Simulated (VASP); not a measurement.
The system is La2O3.

```
La O
1.0
     6.26678    0.00000    0.00000
    -3.13339    5.42719    0.00000
     0.00000    0.00000    3.29977
La O
2 3
Cartesian
  3.1334 1.8091 1.6499
  0.0000 3.6181 1.6499
  3.1836 0.0000 0.0000
  -1.5918 2.7571 0.0000
  1.5416 2.6701 0.0000
```

- Program: VASP 6.6.1
- Task: relaxation of cell and atoms
- Functional: PBE
- Potentials or basis: VASP PAW PBE potentials, release 64 (La, O)
- Cutoff: 600 eV
- k mesh: 5 × 5 × 8
- Occupations: fermi-dirac, width 0.05 eV
- Spin: no spin polarisation

At the start: pressure 1.8 GPa; volume 22.45 Å³/atom.

Q: How do energy, volume and symmetry change on relaxing?

A: Over 13 steps the energy falls by 6.3 meV/atom and the volume is 23.04 Å³/atom (+2.6 %); space group P-62m (No. 189, to 0.1 Å) before, P6/mmm (No. 191, to 0.1 Å).

Step by step:
| step | energy change (eV) | largest force (eV/Å) | pressure (GPa) | volume (Å³) |
| --- | --- | --- | --- | --- |
| 1 | 0.0000 | 0.0469 | 1.78 | 112.23 |
| 2 | -0.0221 | 0.0630 | -1.06 | 116.32 |
| 3 | -0.0241 | 0.0596 | -0.45 | 115.39 |
| 4 | -0.0267 | 0.0557 | 0.23 | 115.03 |
| 5 | -0.0276 | 0.0569 | 0.00 | 115.15 |
| 6 | -0.0280 | 0.0541 | 0.02 | 115.14 |
| 7 | -0.0292 | 0.0421 | 0.06 | 115.08 |
| 8 | -0.0307 | 0.0253 | 0.15 | 114.98 |
| 9 | -0.0310 | 0.0112 | 0.29 | 114.77 |
| 10 | -0.0313 | 0.0031 | 0.24 | 114.86 |
| 11 | -0.0315 | 0.0015 | -0.12 | 115.30 |
| 12 | -0.0316 | 0.0003 | 0.00 | 115.16 |
| 13 | -0.0316 | 0.0004 | 0.01 | 115.18 |

Final structure:
```yaml
crystal:
  lattice:
    - [6.36383, 0.00000, 0.00000]
    - [-3.18192, 5.51124, 0.00000]
    - [0.00000, 0.00000, 3.28416]
  atoms:
    - { symbol: La, position: [0.66667, 0.33333, 0.50000] }
    - { symbol: La, position: [0.33333, 0.66667, 0.50000] }
    - { symbol: O, position: [0.49996, 0.00000, 0.00000] }
    - { symbol: O, position: [0.00000, 0.49996, 0.00000] }
    - { symbol: O, position: [0.50004, 0.50004, 0.00000] }
```
